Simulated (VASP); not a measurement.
# P (Cmce) in VASP: further runs

Runs on P. Level: PBEsol. Tasks: single point.

Program: VASP 6.6.1. These are calculated values, not measurements. Logs are shortened: lines on timing, memory, paths and dates and some standing lists are left out, and cuts for length are marked.

## 1. The cell of the first run

Symmetry: Cmce, No. 64, orthorhombic system. The conventional cell has a = 3.268 Å, b = 10.136 Å, c = 4.323 Å, α = 90.00°, β = 90.00°, γ = 90.00°. P (site symmetry m) has 3 P at 2.23 to 2.24 Å within 2.9 Å.

## 2. Single point, PBEsol (strain -0.015 along x and y, +0.030 along z)

File INCAR:

```
  PREC = Accurate
  ENCUT = 520
  EDIFF = 1E-6
  ISMEAR = 0
  SIGMA = 0.15
  LREAL = False
  LASPH = True
  NELM = 80
  ALGO = Normal
  ISIF = 2
  LWAVE = False
  LCHARG = False
  GGA = PS
  NBANDS = 18
```

File KPOINTS:

```
regular mesh
0
Gamma
  16 16 12
```

File POSCAR:

```
P
1.0
    1.6338264698     -5.0681756577      0.0000000000
    1.6338264698      5.0681756577      0.0000000000
    0.0000000000      0.0000000000      4.3230877211
P
4
Direct
    0.1052825112      0.8947174888      0.9271259313
    0.6052825112      0.3947174888      0.5728740687
    0.8947174888      0.1052825112      0.0728740687
    0.3947174888      0.6052825112      0.4271259313
```

Potentials or basis: VASP PAW PBE potentials, release 64 (P).

On the command line:

```sh
cat potpaw_PBE.64/P/POTCAR > POTCAR
mpirun -np 1 vasp_std > vasp.out
```

OUTCAR:

```text
PREC = Accurate
   ENCUT = 520
   EDIFF = 1E-6
   ISMEAR = 0
   LREAL = False
   LASPH = True
   NELM = 80
   ISIF = 2
   GGA = PS

 ion  position               nearest neighbor table
   1  0.105  0.895  0.927-   3 2.23   2 2.24   2 2.24
   2  0.605  0.395  0.573-   4 2.23   1 2.24   1 2.24
   3  0.895  0.105  0.073-   1 2.23   4 2.24   4 2.24
   4  0.395  0.605  0.427-   2 2.23   3 2.24   3 2.24

  LATTYP: Found a base centered orthorhombic cell.
 ALAT       =     3.2676529396
 B/A-ratio  =     3.1020281232
 C/A-ratio  =     1.3229947614

  Lattice vectors:

 A1 = (   1.6338264698,  -5.0681756577,   0.0000000000)
 A2 = (   1.6338264698,   5.0681756577,   0.0000000000)
 A3 = (   0.0000000000,   0.0000000000,   4.3230877211)

Analysis of symmetry for initial positions (statically):
=====================================================================
 Subroutine PRICEL returns:
 Original cell was already a primitive cell.

 Routine SETGRP: Setting up the symmetry group for a
 base centered orthorhombic supercell.

 Subroutine GETGRP returns: Found  8 space group operations
 (whereof  4 operations were pure point group operations)
 out of a pool of  8 trial point group operations.

The static configuration has the point symmetry C_2h.
 The point group associated with its full space group is D_2h.

Analysis of symmetry for dynamics (positions and initial velocities):
=====================================================================
 Subroutine PRICEL returns:
 Original cell was already a primitive cell.

 Routine SETGRP: Setting up the symmetry group for a
 base centered orthorhombic supercell.

 Subroutine GETGRP returns: Found  8 space group operations
 (whereof  4 operations were pure point group operations)
 out of a pool of  8 trial point group operations.

The dynamic configuration has the point symmetry C_2h.
 The point group associated with its full space group is D_2h.

 Subroutine INISYM returns: Found  8 space group operations
 (whereof  4 operations are pure point group operations),
 and found     1 'primitive' translations

----------------------------------------------------------------------------------------

                                     Primitive cell

  volume of cell :      71.5948

  direct lattice vectors                    reciprocal lattice vectors
     1.633826470 -5.068175658  0.000000000     0.306030052 -0.098654828  0.000000000
     1.633826470  5.068175658  0.000000000     0.306030052  0.098654828  0.000000000
     0.000000000  0.000000000  4.323087721     0.000000000  0.000000000  0.231316148

  length of vectors
     5.325015815  5.325015815  4.323087721     0.321538751  0.321538751  0.231316148

  position of ions in fractional coordinates (direct lattice)
     0.105282511  0.894717489  0.927125931
     0.605282511  0.394717489  0.572874069
     0.894717489  0.105282511  0.072874069
     0.394717489  0.605282511  0.427125931

  ion indices of the primitive-cell ions
   primitive index   ion index
                 1           1
                 2           2
                 3           3
                 4           4

----------------------------------------------------------------------------------------

 KPOINTS: regular mesh

Automatic generation of k-mesh.
 Grid dimensions read from file:
 generate k-points for:   16   16   12

 Generating k-lattice:

  Cartesian coordinates                     Fractional coordinates (reciprocal lattice)
     0.019126878 -0.006165927  0.000000000     0.062500000  0.000000000  0.000000000
     0.019126878  0.006165927  0.000000000     0.000000000  0.062500000  0.000000000
     0.000000000  0.000000000  0.019276346     0.000000000  0.000000000  0.083333333

  Length of vectors
     0.020096172  0.020096172  0.019276346

  Shift w.r.t. Gamma in fractional coordinates (k-lattice)
     0.000000000  0.000000000  0.000000000

 Subroutine IBZKPT returns following result:
 ===========================================

 Found    511 irreducible k-points:

 Following reciprocal coordinates:
            Coordinates               Weight
  0.000000  0.000000  0.000000      1.000000
  0.062500  0.000000  0.000000      4.000000
  0.125000  0.000000  0.000000      4.000000
  0.187500 -0.000000  0.000000      4.000000
  0.250000  0.000000  0.000000      4.000000
  0.312500  0.000000  0.000000      4.000000
[... 16 lines left out ...]
 -0.125000  0.062500  0.000000      4.000000
 -0.062500  0.062500  0.000000      2.000000
 [... further k-points ...]
   k-points           NKPTS =    511   k-points in BZ     NKDIM =    511   number of bands    NBANDS=     18
   number of dos      NEDOS =    301   number of ions     NIONS =      4
   total plane-waves  NPLWV =  51200
   dimension x,y,z NGX =    40 NGY =   40 NGZ =   32
   dimension x,y,z NGXF=    80 NGYF=   80 NGZF=   64
   ions per type =               4
   NGX,Y,Z   is equivalent  to a cutoff of  12.49, 12.49, 12.31 a.u.
   NGXF,Y,Z  is equivalent  to a cutoff of  24.98, 24.98, 24.61 a.u.
 SYSTEM =  unknown system
   PREC   = accura    normal or accurate (medium, high low for compatibility)
   ISTART =      0    job   : 0-new  1-cont  2-samecut
   ICHARG =      2    charge: 1-file 2-atom 10-const
   ISPIN  =      1    spin polarized calculation?
   LNONCOLLINEAR =      F non collinear calculations
   LSORBIT =      F    spin-orbit coupling
   LASPH  =      T    aspherical Exc in radial PAW
   ENCUT  =  520.0 eV  38.22 Ry    6.18 a.u.   9.90  9.90  8.04*2*pi/ulx,y,z
   NELM   =     80;   NELMIN=  2; NELMDL= -5     # of ELM steps
   EDIFF  = 0.1E-05   stopping-criterion for ELM
   LREAL  =      F    real-space projection
   EDIFFG = 0.1E-04   stopping-criterion for IOM
   NSW    =      0    number of steps for IOM
   IBRION =     -1    ionic relax: 0-MD 1-quasi-New 2-CG
   NFREE  =      0    steps in history (QN), initial steepest desc. (CG)
   ISIF   =      2    stress and relaxation
   ISYM   =      2    0-nonsym 1-usesym 2-fastsym
   POTIM  = 0.5000    time-step for ionic-motion
   TEBEG  =    0.0;   TEEND  =   0.0 temperature during run
   PSTRESS=    0.0 pullay stress
   NELECT =      20.0000    total number of electrons
   NUPDOWN=      -1.0000    fix difference up-down
   EMIN   =  10.00;   EMAX   =-10.00  energy-range for DOS
   EFERMI =   0.00;   METHOD = LEGACY
   ISMEAR =     0;   SIGMA  =   0.15  broadening in eV -4-tet -1-fermi 0-gaus
   EFERMI_NEDOS =   21; number of points for ismear=-14 and -15
   IALGO  =     38    algorithm
   IMIX   =      4    mixing-type and parameters
     AMIX     =   0.40;   BMIX     =  1.00
     AMIX_MAG =   1.60;   BMIX_MAG =  1.00
  volume/ion in A,a.u.               =      17.90       120.79
  Fermi-wavevector in a.u.,A,eV,Ry     =   1.070182  2.022351 15.582608  1.145289
  Thomas-Fermi vector in A             =   2.205884
   LORBIT       =      0    0 simple, 1 ext, 2 COOP (PROOUT), +10 PAW based schemes
   GGA     = PS    functional components
   LHFCALC =     F    Hartree Fock is set to
   AEXX    =    0.0000 exact exchange contribution
   IVDW    =     0    specifies the selected vdW correction
   LEPSILON=     F    determine dielectric tensor
   LRPA    =     F    only Hartree local field effects (RPA)
 non-spin polarized calculation
 Gauss-broadening in eV      SIGMA  =   0.15
  energy-cutoff  :      520.00
  volume of cell :       71.59
 maximum number of plane-waves:      1954
   NGX = 19   NGY = 19   NGZ = 17

 number of electron      20.0000000 magnetization

 Free energy of the ion-electron system (eV)
  ---------------------------------------------------
  ext. energy  EPLUGINS =         0.00000000
  ---------------------------------------------------
  free energy    TOTEN  =       -23.02121807 eV

  energy without entropy =      -23.01837175  energy(sigma->0) =      -23.01979491

 E-fermi :   7.1260     XC(G=0): -10.3225

 val. band max:        7.1244669147   @ k =  -0.4375   0.3750   0.0833
 cond. band min:       7.1426308436   @ k =   0.3750  -0.0000   0.0000
 fundamental gap:      0.0181639289
 Fermi energy:         7.1259736073

 k-point     1 :       0.0000    0.0000    0.0000
  band No.  band energies     occupation
      1      -8.7870      2.00000
      2      -5.3966      2.00000
      3      -2.3899      2.00000
      4      -0.0734      2.00000
      5       1.9311      2.00000
      6       2.7380      2.00000
[... 10 lines left out ...]
     17      14.5678      0.00000
     18      14.5733      0.00000

 k-point     2 :       0.0625    0.0000    0.0000
  band No.  band energies     occupation
      1      -8.7362      2.00000
      2      -5.3557      2.00000
      3      -2.4083      2.00000
      4      -0.0226      2.00000
      5       1.9798      2.00000
      6       2.6062      2.00000
[... 10 lines left out ...]
     17      14.0828      0.00000
     18      14.4269      0.00000

 k-point     3 :       0.1250    0.0000    0.0000
  band No.  band energies     occupation
      1      -8.5842      2.00000
      2      -5.2330      2.00000
      3      -2.4825      2.00000
      4       0.1285      2.00000
      5       2.1230      2.00000
      6       2.1457      2.00000
[... 10 lines left out ...]
     17      12.9142      0.00000
     18      14.3545      0.00000

 k-point     4 :       0.1875   -0.0000    0.0000
  band No.  band energies     occupation
      1      -8.3322      2.00000
      2      -5.0277      2.00000
      3      -2.6679      2.00000
      4       0.3754      2.00000
      5       1.3903      2.00000
      6       1.9790      2.00000
[... 10 lines left out ...]
     17      12.0817      0.00000
     18      14.2357      0.00000

 k-point     5 :       0.2500    0.0000    0.0000
  band No.  band energies     occupation
      1      -7.9825      2.00000
      2      -4.7388      2.00000
      3      -3.0292      2.00000
      4       0.5199      2.00000
      5       0.7085      2.00000
      6       1.5665      2.00000
[... 10 lines left out ...]
     17      13.1210      0.00000
     18      14.1119      0.00000

 k-point     6 :       0.3125    0.0000    0.0000
  band No.  band energies     occupation
      1      -7.5388      2.00000
      2      -4.3650      2.00000
      3      -3.5800      2.00000
      4      -0.3694      2.00000
      5       1.1085      2.00000
      6       1.4343      2.00000
[... 10 lines left out ...]
     17      14.0196      0.00000
     18      14.3513      0.00000

 k-point     7 :       0.3750   -0.0000    0.0000
  band No.  band energies     occupation
      1      -7.0066      2.00000
      2      -4.2607      2.00000
      3      -3.9054      2.00000
      4      -1.2235      2.00000
      5       1.5309      2.00000
      6       1.5373      2.00000
[... 10 lines left out ...]
     17      13.9570      0.00000
     18      14.1990      0.00000

 k-point     8 :       0.4375   -0.0000    0.0000
  band No.  band energies     occupation
      1      -6.3945      2.00000
      2      -4.9923      2.00000
      3      -3.3597      2.00000
      4      -2.0143      2.00000
      5       1.7616      2.00000
      6       1.8664      2.00000
[... 10 lines left out ...]
     17      13.8976      0.00000
     18      13.9598      0.00000
[... 229 lines left out ...]
     17      13.5921      0.00000
     18      14.4937      0.00000

 k-point    20 :      -0.3125    0.0625    0.0000
  band No.  band energies     occupation
      1      -7.9353      2.00000
      2      -4.8768      2.00000
      3      -3.0361      2.00000
      4       0.5606      2.00000
      5       0.8513      2.00000
      6       1.5939      2.00000
[... 10 lines left out ...]
     17      13.0624      0.00000
     18      13.5050      0.00000

 k-point    21 :      -0.2500    0.0625    0.0000
  band No.  band energies     occupation
      1      -8.2926      2.00000
      2      -5.1466      2.00000
      3      -2.6598      2.00000
      4       0.4960      2.00000
      5       1.3478      2.00000
      6       2.0268      2.00000
[... 10 lines left out ...]
     17      12.1201      0.00000
     18      13.5227      0.00000

 k-point    22 :      -0.1875    0.0625    0.0000
  band No.  band energies     occupation
      1      -8.5535      2.00000
      2      -5.3274      2.00000
      3      -2.4684      2.00000
      4       0.2228      2.00000
      5       2.0406      2.00000
      6       2.1781      2.00000
[... 10 lines left out ...]
     17      12.9843      0.00000
     18      13.6062      0.00000

 k-point    23 :      -0.1250    0.0625    0.0000
  band No.  band energies     occupation
      1      -8.7153      2.00000
      2      -5.4212      2.00000
      3      -2.3958      2.00000
      4       0.0422      2.00000
      5       2.0234      2.00000
      6       2.4984      2.00000
[... 10 lines left out ...]
     17      13.7090      0.00000
     18      14.1110      0.00000

 k-point    24 :      -0.0625    0.0625    0.0000
  band No.  band energies     occupation
      1      -8.7765      2.00000
      2      -5.4301      2.00000
      3      -2.3832      2.00000
      4      -0.0404      2.00000
      5       1.9548      2.00000
      6       2.6757      2.00000
[... 10 lines left out ...]
     17      13.9216      0.00000
     18      14.8638      0.00000

 [... further k-points ...]

------------------------ aborting loop because EDIFF is reached ----------------------------------------

  FORCE on cell =-STRESS in cart. coord.  units (eV):
  Direction    XX          YY          ZZ          XY          YZ          ZX
  --------------------------------------------------------------------------------------
  -------------------------------------------------------------------------------------
  Total        0.4908893      1.1164112     -1.1905835      0.0000000     -0.0000000      0.0000000
  in kB       10.9853150     24.9834913    -26.6433479      0.0000000     -0.0000000      0.0000000
  external PRESSURE =       3.1084861 kB  Pullay stress =       0.0000000 kB

 VOLUME and BASIS-vectors are now :
 -----------------------------------------------------------------------------
  energy-cutoff  :      520.00
  volume of cell :       71.59
      direct lattice vectors                 reciprocal lattice vectors
     1.633826470 -5.068175658  0.000000000     0.306030052 -0.098654828  0.000000000
     1.633826470  5.068175658  0.000000000     0.306030052  0.098654828  0.000000000
     0.000000000  0.000000000  4.323087721     0.000000000  0.000000000  0.231316148

 POSITION                                       TOTAL-FORCE (eV/Angst)
 -----------------------------------------------------------------------------------
      1.63383      4.00100      4.00805         0.000000     -0.165147     -0.403043
      1.63383     -1.06718      2.47658         0.000000     -0.165147      0.403043
      1.63383     -4.00100      0.31504         0.000000      0.165147      0.403043
      1.63383      1.06718      1.84650         0.000000      0.165147     -0.403043
 -----------------------------------------------------------------------------------
    total drift:                                0.000000     -0.000000      0.000000

  FREE ENERGIE OF THE ION-ELECTRON SYSTEM (eV)
  ---------------------------------------------------
  free  energy   TOTEN  =       -23.0212180686 eV

  energy  without entropy=      -23.0183717542  energy(sigma->0) =      -23.01979491
```

Run time: 6.5 min. Hardware: 1 thread of Intel Xeon 8259CL, shared host; peak memory 0.55 GiB.

What came out:

* Free energy: -23.0212 eV
* Pressure: 0.3 GPa
* Largest force: 0.436 eV/Å
* Band gap on the k mesh: zero (bands 10 and 11 overlap by 0.47 eV)

Forces in eV/Å, atoms in the order of the input:
```
P    0.000 -0.165 -0.403
P    0.000 -0.165  0.403
P    0.000  0.165  0.403
P    0.000  0.165 -0.403
```

Caveat: the cell differs from its parent crystal (strain -0.015 along x and y, +0.030 along z); the stress differs along the axes, from -3 to 2 GPa; the PAW data sets were made with another functional, which shifts forces and pressure a little.

## 3. Single point, PBEsol (strain +0.015 along x and y, -0.030 along z)

File INCAR:

```
SYSTEM = P
PREC = Accurate
ENCUT = 520
EDIFF = 1E-6
ISMEAR = 0
SIGMA = 0.15
LREAL = .False.
LASPH = .True.
NELM = 100
ALGO = Normal
ISIF = 2
LWAVE = .False.
LCHARG = .False.
GGA = PS
NBANDS = 18
```

File KPOINTS:

```
regular mesh
0
Gamma
  16 16 12
  0 0 0
```

File POSCAR:

```
P
1.0
    1.6835876820     -5.2225363377      0.0000000000
    1.6835876820      5.2225363377      0.0000000000
    0.0000000000      0.0000000000      4.0712573685
P
4
Direct
    0.1052825112      0.8947174888      0.9271259313
    0.6052825112      0.3947174888      0.5728740687
    0.8947174888      0.1052825112      0.0728740687
    0.3947174888      0.6052825112      0.4271259313
```

Potentials or basis: VASP PAW PBE potentials, release 64 (P).

On the command line:

```sh
cat potpaw_PBE.64/P/POTCAR > POTCAR
mpirun -np 1 vasp_std > vasp.out
```

Wall time 8.5 min (1 thread of Intel Xeon 8259CL, shared host); peak memory 0.55 GiB.

Results (log left out):

```yaml
Free_energy: -23.0220 eV
Pressure: -0.4 GPa
Largest_force: 0.405 eV/Å
Band_gap_on_the_k_mesh: zero (bands 10 and 11 overlap by 0.34 eV)
```

Forces in eV/Å, atoms in the order of the input:
```
P    0.000  0.193  0.356
P    0.000  0.193 -0.356
P    0.000 -0.193 -0.356
P    0.000 -0.193  0.356
```

Stress tensor (GPa, compression positive):
```
-0.88  0.00  0.00
 0.00 -2.64  0.00
 0.00  0.00  2.30
```

Levels at points of the mesh, in eV from the Fermi level:
| k point | band 8 | band 9 | band 10 | band 11 | band 12 | band 13 |
| --- | --- | --- | --- | --- | --- | --- |
| (0.00, 0.00, 0.00) | -2.95 | -2.79 | -1.05 | 0.94 | 1.01 | 1.65 |
| (0.50, 0.00, 0.00) | -3.07 | -2.57 | -2.57 | 0.91 | 0.91 | 1.23 |
| (0.50, 0.50, 0.00) | -2.52 | -1.93 | -0.66 | 0.29 | 0.57 | 2.15 |
| (0.00, 0.00, 0.50) | -3.32 | -0.76 | -0.76 | 1.28 | 1.28 | 2.11 |
| (0.50, 0.00, 0.50) | -5.76 | -2.17 | -2.17 | 1.43 | 1.43 | 5.31 |
| (0.50, 0.50, 0.50) | -2.51 | -1.21 | -1.21 | 1.11 | 1.11 | 2.60 |

Caveat: the cell differs from its parent crystal (strain +0.015 along x and y, -0.030 along z); the PAW data sets were made with another functional, which shifts forces and pressure a little.

The gap in the log of VASP goes by the Fermi energy; the results here count the filled bands.